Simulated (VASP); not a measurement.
# C (C2/m) in VASP: notebook

The runs below take C through single point, relaxation of shape and atoms at fixed volume, with PBE+D3(BJ).

Everything below comes from runs of VASP 6.6.1. Logs are shortened: lines on timing, memory, paths and dates and some standing lists are left out, and cuts for length are marked.

## Step 1: The cell of the first run

The typed cell holds 2 atoms: a = 2.467 Å, b = 2.467 Å, c = 3.750 Å, α = 109.16°, β = 109.16°, γ = 60.00°.

## Step 2: Single point, PBE+D3(BJ) (volume scaled by 1.03, then relaxed in part)

INCAR

```
ALGO = Normal
EDIFF = 1E-6
ENCUT = 600
GGA = PE
GGA_COMPAT = False
ISIF = 2
ISMEAR = 0
IVDW = 12
LASPH = True
LCHARG = False
LREAL = False
LWAVE = False
NBANDS = 11
NELM = 120
PREC = Accurate
SIGMA = 0.02
```

KPOINTS

```
k-points
0
Gamma
  14 14 8
```

POSCAR

```
C
1.0
    2.1361171292     -1.2333040616     -0.0112386990
    2.1361171292      1.2333040616     -0.0112386990
   -1.4027724935      0.0000000000      3.4778708286
C
2
Direct
    0.8333597634      0.8333597634      0.0000787648
    0.1666402366      0.1666402366      0.9999212352
```

Potentials or basis: VASP PAW PBE potentials, release 64 (C).

Run with:

```sh
> cat potpaw_PBE.64/C/POTCAR > POTCAR
> mpirun -np 1 vasp_std > vasp.out
```

OUTCAR:

```text
EDIFF = 1E-6
   ENCUT = 600
   GGA = PE
   ISIF = 2
   ISMEAR = 0
   IVDW = 12
   LASPH = True
   LREAL = False
   NELM = 120
   PREC = Accurate
 IVDW          = 12

 ion  position               nearest neighbor table
   1  0.833  0.833  0.000-   2 1.42   2 1.42   2 1.42
   2  0.167  0.167  1.000-   1 1.42   1 1.42   1 1.42

  LATTYP: Found a base centered monoclinic cell.
 ALAT       =     4.2722933879
 B/A-ratio  =     0.5773498913
 C/A-ratio  =     0.8777754273
 COS(beta)  =    -0.3789353606

  Lattice vectors:

 A1 = (   2.1361171292,  -1.2333040616,  -0.0112386990)
 A2 = (   2.1361171292,   1.2333040616,  -0.0112386990)
 A3 = (  -1.4027724935,   0.0000000000,   3.4778708286)

Analysis of symmetry for initial positions (statically):
=====================================================================
 Subroutine PRICEL returns:
 Original cell was already a primitive cell.

 Routine SETGRP: Setting up the symmetry group for a
 base centered monoclinic supercell.

 Subroutine GETGRP returns: Found  4 space group operations
 (whereof  4 operations were pure point group operations)
 out of a pool of  4 trial point group operations.

The static configuration has the point symmetry C_2h.

Analysis of symmetry for dynamics (positions and initial velocities):
=====================================================================
 Subroutine PRICEL returns:
 Original cell was already a primitive cell.

 Routine SETGRP: Setting up the symmetry group for a
 base centered monoclinic supercell.

 Subroutine GETGRP returns: Found  4 space group operations
 (whereof  4 operations were pure point group operations)
 out of a pool of  4 trial point group operations.

The dynamic configuration has the point symmetry C_2h.

 Subroutine INISYM returns: Found  4 space group operations
 (whereof  4 operations are pure point group operations),
 and found     1 'primitive' translations

----------------------------------------------------------------------------------------

                                     Primitive cell

  volume of cell :      18.2859

  direct lattice vectors                    reciprocal lattice vectors
     2.136117129 -1.233304062 -0.011238699     0.234567336 -0.405415027  0.094610934
     2.136117129  1.233304062 -0.011238699     0.234567336  0.405415027  0.094610934
    -1.402772494  0.000000000  3.477870829     0.001516003  0.000000000  0.288143711

  length of vectors
     2.466609334  2.466609334  3.750114154     0.477843498  0.477843498  0.288147699
[... 89 lines left out ...]
   POTIM  = 0.5000    time-step for ionic-motion
   TEBEG  =    0.0;   TEEND  =   0.0 temperature during run
   PSTRESS=    0.0 pullay stress
   NELECT =       8.0000    total number of electrons
   NUPDOWN=      -1.0000    fix difference up-down
   EMIN   =  10.00;   EMAX   =-10.00  energy-range for DOS
   EFERMI =   0.00;   METHOD = LEGACY
   ISMEAR =     0;   SIGMA  =   0.02  broadening in eV -4-tet -1-fermi 0-gaus
   EFERMI_NEDOS =   21; number of points for ismear=-14 and -15
   IALGO  =     38    algorithm
   IMIX   =      4    mixing-type and parameters
     AMIX     =   0.40;   BMIX     =  1.00
     AMIX_MAG =   1.60;   BMIX_MAG =  1.00
  volume/ion in A,a.u.               =       9.14        61.70
  Fermi-wavevector in a.u.,A,eV,Ry     =   1.242795  2.348542 21.014732  1.544539
  Thomas-Fermi vector in A             =   2.377134
   LORBIT       =      0    0 simple, 1 ext, 2 COOP (PROOUT), +10 PAW based schemes
   GGA     = PE    functional components
   LHFCALC =     F    Hartree Fock is set to
   AEXX    =    0.0000 exact exchange contribution
   IVDW    =    12    specifies the selected vdW correction
   LEPSILON=     F    determine dielectric tensor
   LRPA    =     F    only Hartree local field effects (RPA)
 non-spin polarized calculation
 Gauss-broadening in eV      SIGMA  =   0.02
  energy-cutoff  :      600.00
  volume of cell :       18.29
 maximum number of plane-waves:       626
   NGX =  9   NGY =  9   NGZ = 15

 number of electron       8.0000000 magnetization

 Free energy of the ion-electron system (eV)
  ---------------------------------------------------
  ext. energy  EPLUGINS =         0.00000000
  ---------------------------------------------------
  free energy    TOTEN  =       -18.43906237 eV

  energy without entropy =      -18.43906237  energy(sigma->0) =      -18.43906237

 E-fermi :   4.2623     XC(G=0): -10.0863

 val. band max:        4.0461425021   @ k =  -0.3571   0.3571   0.5000
 cond. band min:       4.8187523386   @ k =  -0.3571   0.3571   0.5000
 fundamental gap:      0.7726098366
 Fermi energy:         4.2622837475

 k-point     1 :       0.0000    0.0000    0.0000
  band No.  band energies     occupation
      1     -15.2327      2.00000
      2      -2.3405      2.00000
      3       1.3632      2.00000
      4       1.3633      2.00000
      5       8.4054      0.00000
      6      12.7210      0.00000
      7      12.7213      0.00000
      8      15.7270      0.00000
      9      16.9485      0.00000
     10      27.0440      0.00000
     11      28.8870      0.00000
[... 309 lines left out ...]
 k-point    24 :       0.2857    0.1429    0.0000
  band No.  band energies     occupation
      1     -13.7496      2.00000
      2      -2.4827      2.00000
      3      -1.2708      2.00000
      4      -1.0456      2.00000
      5      10.9905      0.00000
      6      11.6973      0.00000
      7      13.9808      0.00000
      8      15.5740      0.00000
      9      20.4897      0.00000
     10      22.5076      0.00000
     11      28.2364      0.00000

 [... further k-points ...]

------------------------ aborting loop because EDIFF is reached ----------------------------------------

 Edisp (eV)   -0.30018

 E8    (eV) :    -0.0847

  FORCE on cell =-STRESS in cart. coord.  units (eV):
  Direction    XX          YY          ZZ          XY          YZ          ZX
  --------------------------------------------------------------------------------------
  -------------------------------------------------------------------------------------
  Total      -0.07033    -0.07041    -0.12825     0.00000     0.00000    -0.00060
  in kB      -6.16198    -6.16927   -11.23675     0.00000     0.00000    -0.05269
  external pressure =       -7.86 kB  Pullay stress =        0.00 kB

 VOLUME and BASIS-vectors are now :
 -----------------------------------------------------------------------------
  energy-cutoff  :      600.00
  volume of cell :       18.29
      direct lattice vectors                 reciprocal lattice vectors
     2.136117129 -1.233304062 -0.011238699     0.234567336 -0.405415027  0.094610934
     2.136117129  1.233304062 -0.011238699     0.234567336  0.405415027  0.094610934
    -1.402772494  0.000000000  3.477870829     0.001516003  0.000000000  0.288143711

 POSITION                                       TOTAL-FORCE (eV/Angst)
 -----------------------------------------------------------------------------------
      3.56020      0.00000     -0.01846        -0.000097      0.000000     -0.000018
     -0.69074      0.00000      3.47385         0.000097      0.000000      0.000018
 -----------------------------------------------------------------------------------
    total drift:                               -0.000000     -0.000000     -0.000000

  FREE ENERGIE OF THE ION-ELECTRON SYSTEM (eV)
  ---------------------------------------------------
  free  energy   TOTEN  =       -18.7392441775 eV

  energy  without entropy=      -18.7392441775  energy(sigma->0) =      -18.73924418
```

OSZICAR:

```text
N       E                     dE             d eps       ncg     rms          rms(c)
DAV:   1     0.270096424699E+01    0.27010E+01   -0.43860E+03  9542   0.723E+02
DAV:   2    -0.190886957831E+02   -0.21790E+02   -0.20996E+02 12309   0.127E+02
DAV:   3    -0.196238624761E+02   -0.53517E+00   -0.53406E+00 11986   0.161E+01
DAV:   4    -0.196259694266E+02   -0.21070E-02   -0.21067E-02 10992   0.121E+00
DAV:   5    -0.196259782837E+02   -0.88570E-05   -0.88569E-05 12037   0.726E-02    0.628E+00
DAV:   6    -0.187240390345E+02    0.90194E+00   -0.75955E-01 11091   0.505E+00    0.365E+00
DAV:   7    -0.184353024608E+02    0.28874E+00   -0.87311E-01 11388   0.545E+00    0.102E+00
DAV:   8    -0.184392275783E+02   -0.39251E-02   -0.21165E-02 10518   0.920E-01    0.122E-01
DAV:   9    -0.184389835372E+02    0.24404E-03   -0.58523E-04 11618   0.152E-01    0.577E-02
DAV:  10    -0.184390622458E+02   -0.78709E-04   -0.15701E-04 10667   0.855E-02    0.283E-02
DAV:  11    -0.184390623748E+02   -0.12899E-06   -0.70465E-06 11588   0.154E-02
   1 F= -.18739244E+02 E0= -.18739244E+02  d E =-.766677E-55
```

stdout:

```text
POSCAR found type information on POSCAR C
 POSCAR found :  1 types and       2 ions
 scaLAPACK will be used
 LDA part: xc-table for (Slater+PW92), standard interpolation
 POSCAR, INCAR and KPOINTS ok, starting setup
 FFT: planning ... GRIDC
 FFT: planning ... GRID_SOFT
 FFT: planning ... GRID
 WAVECAR not read
 entering main loop
```

Run time: 2 min. Hardware: 1 thread of Intel Xeon 8259CL, shared host; peak memory 0.2 GiB.

Results:

* Free energy: -18.7392 eV
* Pressure: -0.8 GPa
* Band gap on the k mesh: 0.77 eV, direct
* Dispersion energy per atom: -0.150 eV

## Step 3: Single point, PBE+D3(BJ) (volume scaled by 1.06, then relaxed in part)

INCAR is that of step 2.

KPOINTS is that of step 2.

POSCAR

```
C
1.0
    2.1371352169     -1.2338928012     -0.0114623243
    2.1371352169      1.2338928012     -0.0114623243
   -1.4032904781      0.0000000000      3.5756943675
C
2
Direct
    0.8333524286      0.8333524286      0.0000568698
    0.1666475714      0.1666475714      0.9999431302
```

Potentials or basis: VASP PAW PBE potentials, release 64 (C).

Run with:

```sh
> cat potpaw_PBE.64/C/POTCAR > POTCAR
> mpirun -np 1 vasp_std > vasp.out
```

It took 1.7 min on 1 thread of Intel Xeon 8259CL, shared host; peak memory 0.21 GiB.

It converged, with:

```yaml
Free_energy: -18.7359 eV
Pressure: -1.3 GPa
Band_gap_on_the_k_mesh: 0.85 eV, direct
Dispersion_energy_per_atom: -0.145 eV
```

Stress tensor (GPa, compression positive):
```
-1.12  0.00  0.00
 0.00 -1.12  0.00
 0.00  0.00 -1.62
```

Levels at points of the mesh, in eV from the valence-band top:
```tsv
k point	band 2	band 3	band 4	band 5	band 6	band 7
(0.00, 0.00, 0.00)	-6.46	-2.65	-2.65	4.22	8.70	8.70
(0.50, 0.00, 0.00)	-12.86	-6.01	-1.72	2.31	7.86	11.93
(0.50, 0.50, 0.00)	-12.81	-6.04	-2.22	1.78	7.61	13.18
(0.00, 0.00, 0.50)	-7.89	-2.66	-2.66	8.67	8.67	9.58
(0.50, 0.00, 0.50)	-12.81	-6.04	-2.22	1.78	7.61	13.19
(0.50, 0.50, 0.50)	-12.86	-6.01	-1.73	2.31	7.86	11.93
```

 A k mesh can miss the band edges.

## Step 4: Single point, PBE+D3(BJ) (volume scaled by 1.10, then relaxed in part)

INCAR

```
  ALGO = Normal
  EDIFF = 1E-6
  ENCUT = 600
  GGA = PE
  GGA_COMPAT = False
  ISIF = 2
  ISMEAR = 0
  IVDW = 12
  LASPH = True
  LCHARG = False
  LREAL = False
  LWAVE = False
  NBANDS = 11
  NELM = 120
  PREC = Accurate
  SIGMA = 0.02
```

KPOINTS is that of step 3.

POSCAR

```
C
1.0
    2.1380316888     -1.2344101454     -0.0115832927
    2.1380316888      1.2344101454     -0.0115832927
   -1.4033755812      0.0000000000      3.7073151266
C
2
Direct
    0.8333442331      0.8333442331      0.0000324863
    0.1666557669      0.1666557669      0.9999675137
```

Run with:

```sh
> cat potpaw_PBE.64/C/POTCAR > POTCAR
> mpirun -np 1 vasp_std > vasp.out
```

Wall time 83 s (1 thread of Intel Xeon 8259CL, shared host); peak memory 0.21 GiB.

Results (log left out):

```
Free energy                : -18.7293 eV
Pressure                   : -1.7 GPa
Band gap on the k mesh     : 0.93 eV, direct
Dispersion energy per atom : -0.139 eV
```

Stress tensor (GPa, compression positive):
```
-1.50  0.00  0.00
 0.00 -1.50  0.00
 0.00  0.00 -1.98
```

Levels at points of the mesh, in eV from the valence-band top:
| k point | band 1 | band 2 | band 3 | band 4 | band 5 | band 6 | band 7 | band 8 |
| --- | --- | --- | --- | --- | --- | --- | --- | --- |
| (0.00, 0.00, 0.00) | -19.12 | -6.55 | -2.60 | -2.60 | 4.07 | 8.73 | 8.73 | 11.77 |
| (0.50, 0.00, 0.00) | -13.86 | -12.80 | -5.96 | -1.72 | 2.32 | 7.86 | 11.82 | 12.28 |
| (0.50, 0.50, 0.00) | -13.81 | -12.76 | -5.98 | -2.12 | 1.87 | 7.68 | 13.01 | 14.26 |
| (0.00, 0.00, 0.50) | -18.99 | -7.71 | -2.61 | -2.61 | 8.71 | 8.71 | 8.93 | 11.86 |
| (0.50, 0.00, 0.50) | -13.81 | -12.76 | -5.98 | -2.12 | 1.87 | 7.68 | 13.01 | 14.27 |
| (0.50, 0.50, 0.50) | -13.86 | -12.80 | -5.96 | -1.73 | 2.32 | 7.86 | 11.82 | 12.29 |

 A k mesh can miss the band edges.

(Continued in part 2 of 2.)
